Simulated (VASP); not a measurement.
# NaF (Fm-3m) in VASP: a series of runs

NaF is run at these levels: r2SCAN; tasks: single point.

Program: VASP 6.6.1. These are calculated values, not measurements. Logs are shortened: lines on timing, memory, paths and dates and some standing lists are left out, and cuts for length are marked.

**1. The cell of the first run**

It takes space group Fm-3m (No. 225, cubic). The conventional cell has a = 4.594 Å, b = 4.594 Å, c = 4.594 Å, α = 90.00°, β = 90.00°, γ = 90.00°. Na (site symmetry m-3m) has 6 F at 2.30 Å within 3.0 Å. Within 3.0 Å of F (site symmetry m-3m) lie 6 Na at 2.30 Å.

**2. Single point, r2SCAN**

The input, POSCAR:

```
NaF
1.0
    0.0000000000      2.2971680842      2.2971680842
    2.2971680842      0.0000000000      2.2971680842
    2.2971680842      2.2971680842      0.0000000000
Na F
1 1
Direct
    0.0000000000      0.0000000000      0.0000000000
    0.5000000000      0.5000000000      0.5000000000
```

The input, INCAR.step1:

```
  PREC = Accurate
  ENCUT = 520
  ISMEAR = 0
  SIGMA = 0.01
  LREAL = F
  LASPH = T
  NELM = 100
  NBANDS = 14
  GGA = PE
  ALGO = Normal
  EDIFF = 1E-4
  LWAVE = T
  LCHARG = F
```

The input, INCAR.step2:

```
  PREC = Accurate
  ENCUT = 520
  EDIFF = 1E-7
  ISMEAR = 0
  SIGMA = 0.01
  LREAL = F
  LASPH = T
  NELM = 100
  ALGO = Normal
  ISIF = 2
  LWAVE = F
  LCHARG = F
  METAGGA = R2SCAN
  LMIXTAU = T
  NBANDS = 14
  ISTART = 1
```

The input, KPOINTS:

```
Automatic mesh
0
Gamma
  8 8 8
```

Potentials or basis: VASP PAW PBE potentials, release 64 (Na_pv, F).

On the command line:

```console
> cat potpaw_PBE.64/Na_pv/POTCAR potpaw_PBE.64/F/POTCAR > POTCAR
> cp INCAR.step1 INCAR
> mpirun -np 1 vasp_std > vasp.out
> cp INCAR.step2 INCAR
> mpirun -np 1 vasp_std > vasp.out
```

OUTCAR:

```text
PREC = Accurate
   ENCUT = 520
   EDIFF = 1E-7
   ISMEAR = 0
   LREAL = F
   LASPH = T
   NELM = 100
   ISIF = 2
   METAGGA = R2SCAN
   ISTART = 1

 ion  position               nearest neighbor table
   1  0.000  0.000  0.000-   2 2.30   2 2.30   2 2.30   2 2.30   2 2.30   2 2.30
   2  0.500  0.500  0.500-   1 2.30   1 2.30   1 2.30   1 2.30   1 2.30   1 2.30

  LATTYP: Found a face centered cubic cell.
 ALAT       =     4.5943361684

  Lattice vectors:

 A1 = (   0.0000000000,   2.2971680842,   2.2971680842)
 A2 = (   2.2971680842,   0.0000000000,   2.2971680842)
 A3 = (   2.2971680842,   2.2971680842,   0.0000000000)

Analysis of symmetry for initial positions (statically):
=====================================================================
 Subroutine PRICEL returns:
 Original cell was already a primitive cell.

 Routine SETGRP: Setting up the symmetry group for a
 face centered cubic supercell.

 Subroutine GETGRP returns: Found 48 space group operations
 (whereof 48 operations were pure point group operations)
 out of a pool of 48 trial point group operations.

The static configuration has the point symmetry O_h .

Analysis of symmetry for dynamics (positions and initial velocities):
=====================================================================
 Subroutine PRICEL returns:
 Original cell was already a primitive cell.

 Routine SETGRP: Setting up the symmetry group for a
 face centered cubic supercell.

 Subroutine GETGRP returns: Found 48 space group operations
 (whereof 48 operations were pure point group operations)
 out of a pool of 48 trial point group operations.

The dynamic configuration has the point symmetry O_h .

 Subroutine INISYM returns: Found 48 space group operations
 (whereof 48 operations are pure point group operations),
 and found     1 'primitive' translations

----------------------------------------------------------------------------------------

                                     Primitive cell

  volume of cell :      24.2442

  direct lattice vectors                    reciprocal lattice vectors
     0.000000000  2.297168084  2.297168084    -0.217659301  0.217659301  0.217659301
     2.297168084  0.000000000  2.297168084     0.217659301 -0.217659301  0.217659301
     2.297168084  2.297168084  0.000000000     0.217659301  0.217659301 -0.217659301

  length of vectors
     3.248686260  3.248686260  3.248686260     0.376996968  0.376996968  0.376996968

  position of ions in fractional coordinates (direct lattice)
     0.000000000  0.000000000  0.000000000
     0.500000000  0.500000000  0.500000000

  ion indices of the primitive-cell ions
   primitive index   ion index
                 1           1
                 2           2

----------------------------------------------------------------------------------------

 KPOINTS: Automatic mesh

Automatic generation of k-mesh.
 Grid dimensions read from file:
 generate k-points for:    8    8    8

 Generating k-lattice:

  Cartesian coordinates                     Fractional coordinates (reciprocal lattice)
    -0.027207413  0.027207413  0.027207413     0.125000000  0.000000000  0.000000000
     0.027207413 -0.027207413  0.027207413     0.000000000  0.125000000  0.000000000
     0.027207413  0.027207413 -0.027207413     0.000000000  0.000000000  0.125000000

  Length of vectors
     0.047124621  0.047124621  0.047124621

  Shift w.r.t. Gamma in fractional coordinates (k-lattice)
     0.000000000  0.000000000  0.000000000

 Subroutine IBZKPT returns following result:
 ===========================================

 Found     29 irreducible k-points:

 Following reciprocal coordinates:
            Coordinates               Weight
  0.000000  0.000000  0.000000      1.000000
  0.125000  0.000000  0.000000      8.000000
  0.250000  0.000000  0.000000      8.000000
  0.375000  0.000000  0.000000      8.000000
  0.500000  0.000000  0.000000      4.000000
  0.125000  0.125000  0.000000      6.000000
[... 16 lines left out ...]
  0.500000  0.250000  0.125000     48.000000
 -0.375000  0.250000  0.125000     24.000000
 [... further k-points ...]
   k-points           NKPTS =     29   k-points in BZ     NKDIM =     29   number of bands    NBANDS=     14
   number of dos      NEDOS =    301   number of ions     NIONS =      2
   total plane-waves  NPLWV =  13824
   dimension x,y,z NGX =    24 NGY =   24 NGZ =   24
   dimension x,y,z NGXF=    48 NGYF=   48 NGZF=   48
   ions per type =               1   1
   NGX,Y,Z   is equivalent  to a cutoff of  12.28, 12.28, 12.28 a.u.
   NGXF,Y,Z  is equivalent  to a cutoff of  24.56, 24.56, 24.56 a.u.
 SYSTEM =  unknown system
   PREC   = accura    normal or accurate (medium, high low for compatibility)
   ISTART =      1    job   : 0-new  1-cont  2-samecut
   ICHARG =      0    charge: 1-file 2-atom 10-const
   ISPIN  =      1    spin polarized calculation?
   LNONCOLLINEAR =      F non collinear calculations
   LSORBIT =      F    spin-orbit coupling
   LASPH  =      T    aspherical Exc in radial PAW
   ENCUT  =  520.0 eV  38.22 Ry    6.18 a.u.   6.04  6.04  6.04*2*pi/ulx,y,z
   NELM   =    100;   NELMIN=  2; NELMDL=  0     # of ELM steps
   EDIFF  = 0.1E-06   stopping-criterion for ELM
   LREAL  =      F    real-space projection
   EDIFFG = 0.1E-05   stopping-criterion for IOM
   NSW    =      0    number of steps for IOM
   IBRION =     -1    ionic relax: 0-MD 1-quasi-New 2-CG
   NFREE  =      0    steps in history (QN), initial steepest desc. (CG)
   ISIF   =      2    stress and relaxation
   ISYM   =      2    0-nonsym 1-usesym 2-fastsym
   POTIM  = 0.5000    time-step for ionic-motion
   TEBEG  =    0.0;   TEEND  =   0.0 temperature during run
   PSTRESS=    0.0 pullay stress
   NELECT =      14.0000    total number of electrons
   NUPDOWN=      -1.0000    fix difference up-down
   EMIN   =  10.00;   EMAX   =-10.00  energy-range for DOS
   EFERMI =   0.00;   METHOD = LEGACY
   ISMEAR =     0;   SIGMA  =   0.01  broadening in eV -4-tet -1-fermi 0-gaus
   EFERMI_NEDOS =   21; number of points for ismear=-14 and -15
   IALGO  =     38    algorithm
   IMIX   =      4    mixing-type and parameters
     AMIX     =   0.40;   BMIX     =  1.00
     AMIX_MAG =   1.60;   BMIX_MAG =  1.00
  volume/ion in A,a.u.               =      12.12        81.80
  Fermi-wavevector in a.u.,A,eV,Ry     =   1.363269  2.576204 25.286442  1.858501
  Thomas-Fermi vector in A             =   2.489686
   LORBIT       =      0    0 simple, 1 ext, 2 COOP (PROOUT), +10 PAW based schemes
   METAGGA = R2SCAN    functional components
   LHFCALC =     F    Hartree Fock is set to
   AEXX    =    0.0000 exact exchange contribution
   IVDW    =     0    specifies the selected vdW correction
   LEPSILON=     F    determine dielectric tensor
   LRPA    =     F    only Hartree local field effects (RPA)
 non-spin polarized calculation
 Gauss-broadening in eV      SIGMA  =   0.01
  energy-cutoff  :      520.00
  volume of cell :       24.24
 maximum number of plane-waves:       666
   NGX = 13   NGY = 13   NGZ = 13

 number of electron      13.9999992 magnetization

 Free energy of the ion-electron system (eV)
  ---------------------------------------------------
  ext. energy  EPLUGINS =         0.00000000
  ---------------------------------------------------
  free energy    TOTEN  =       -12.60301146 eV

  energy without entropy =      -12.60301146  energy(sigma->0) =      -12.60301146

 E-fermi :  -2.5062     XC(G=0):  -9.9100

 val. band max:       -2.6140118447   @ k =   0.0000   0.0000   0.0000
 cond. band min:       4.7075240278   @ k =   0.0000   0.0000   0.0000
 fundamental gap:      7.3215358725
 Fermi energy:        -2.5061919738

 k-point     1 :       0.0000    0.0000    0.0000
  band No.  band energies     occupation
      1     -22.9534      2.00000
      2     -22.0367      2.00000
      3     -22.0363      2.00000
      4     -22.0363      2.00000
      5      -2.6141      2.00000
      6      -2.6140      2.00000
      7      -2.6140      2.00000
      8       4.7075      0.00000
      9      17.3584      0.00000
     10      17.3585      0.00000
     11      17.3585      0.00000
     12      20.0695      0.00000
     13      22.7092      0.00000
     14      22.7092      0.00000

 k-point     2 :       0.1250    0.0000    0.0000
  band No.  band energies     occupation
      1     -23.0320      2.00000
      2     -22.0384      2.00000
      3     -22.0380      2.00000
      4     -21.9371      2.00000
      5      -2.9046      2.00000
      6      -2.6557      2.00000
      7      -2.6557      2.00000
      8       5.2583      0.00000
      9      15.5699      0.00000
     10      17.6391      0.00000
     11      17.6391      0.00000
     12      22.2158      0.00000
     13      22.2688      0.00000
     14      22.2689      0.00000

 k-point     3 :       0.2500    0.0000    0.0000
  band No.  band energies     occupation
      1     -23.1786      2.00000
      2     -22.0425      2.00000
      3     -22.0421      2.00000
      4     -21.7401      2.00000
      5      -3.5094      2.00000
      6      -2.7549      2.00000
      7      -2.7549      2.00000
      8       6.6017      0.00000
      9      13.5141      0.00000
     10      18.3209      0.00000
     11      18.3211      0.00000
     12      21.6466      0.00000
     13      21.6467      0.00000
     14      23.4441      0.00000
[... 324 lines left out ...]
 k-point    23 :       0.5000    0.2500    0.1250
  band No.  band energies     occupation
      1     -23.1655      2.00000
      2     -22.0892      2.00000
      3     -22.0605      2.00000
      4     -21.6749      2.00000
      5      -3.8654      2.00000
      6      -3.1307      2.00000
      7      -2.9326      2.00000
      8       9.1437      0.00000
      9      11.9501      0.00000
     10      16.3822      0.00000
     11      18.1609      0.00000
     12      20.2668      0.00000
     13      22.4318      0.00000
     14      26.7948      0.00000

 k-point    24 :      -0.3750    0.2500    0.1250
  band No.  band energies     occupation
      1     -23.1727      2.00000
      2     -22.0922      2.00000
      3     -22.0684      2.00000
      4     -21.6517      2.00000
      5      -3.9399      2.00000
      6      -3.2125      2.00000
      7      -2.9721      2.00000
      8      10.1973      0.00000
      9      11.2328      0.00000
     10      16.0600      0.00000
     11      17.8421      0.00000
     12      20.9352      0.00000
     13      21.9808      0.00000
     14      27.0213      0.00000

 [... further k-points ...]

------------------------ aborting loop because EDIFF is reached ----------------------------------------

  FORCE on cell =-STRESS in cart. coord.  units (eV):
  Direction    XX          YY          ZZ          XY          YZ          ZX
  --------------------------------------------------------------------------------------
  -------------------------------------------------------------------------------------
  Total       -0.1346832     -0.1346832     -0.1346832     -0.0000000     -0.0000000     -0.0000000
  in kB       -8.9005282     -8.9005282     -8.9005282     -0.0000000     -0.0000000     -0.0000000
  external PRESSURE =      -8.9005282 kB  Pullay stress =       0.0000000 kB

 VOLUME and BASIS-vectors are now :
 -----------------------------------------------------------------------------
  energy-cutoff  :      520.00
  volume of cell :       24.24
      direct lattice vectors                 reciprocal lattice vectors
     0.000000000  2.297168084  2.297168084    -0.217659301  0.217659301  0.217659301
     2.297168084  0.000000000  2.297168084     0.217659301 -0.217659301  0.217659301
     2.297168084  2.297168084  0.000000000     0.217659301  0.217659301 -0.217659301

 POSITION                                       TOTAL-FORCE (eV/Angst)
 -----------------------------------------------------------------------------------
      0.00000      0.00000      0.00000         0.000000      0.000000      0.000000
      2.29717      2.29717      2.29717         0.000000      0.000000      0.000000
 -----------------------------------------------------------------------------------
    total drift:                                0.000000     -0.000000      0.000000

  FREE ENERGIE OF THE ION-ELECTRON SYSTEM (eV)
  ---------------------------------------------------
  free  energy   TOTEN  =       -12.6030114632 eV

  energy  without entropy=      -12.6030114632  energy(sigma->0) =      -12.60301146
```

Wall time 62 s (1 thread of Intel Xeon 6975P-C, shared host); peak memory 0.14 GiB.

What came out:

* Free energy: -12.6030 eV
* Pressure: -0.9 GPa
* Band gap on the k mesh: 7.32 eV, direct

Levels at points of the mesh, in eV from the valence-band top:
| k point | band 4 | band 5 | band 6 | band 7 | band 8 | band 9 | band 10 | band 11 |
| --- | --- | --- | --- | --- | --- | --- | --- | --- |
| (0.00, 0.00, 0.00) | -19.42 | 0.00 | 0.00 | 0.00 | 7.32 | 19.97 | 19.97 | 19.97 |
| (0.50, 0.00, 0.00) | -18.90 | -1.61 | -0.28 | -0.28 | 11.80 | 13.64 | 21.70 | 21.71 |
| (0.50, 0.50, 0.00) | -19.48 | -1.30 | -0.42 | -0.41 | 14.01 | 14.29 | 15.11 | 21.46 |

Caveat: the PAW data sets were made with another functional, which shifts forces and pressure a little. r2SCAN opens gaps a little over a GGA but as a rule still falls short of measured ones.

(Continued in part 2 of 2.)
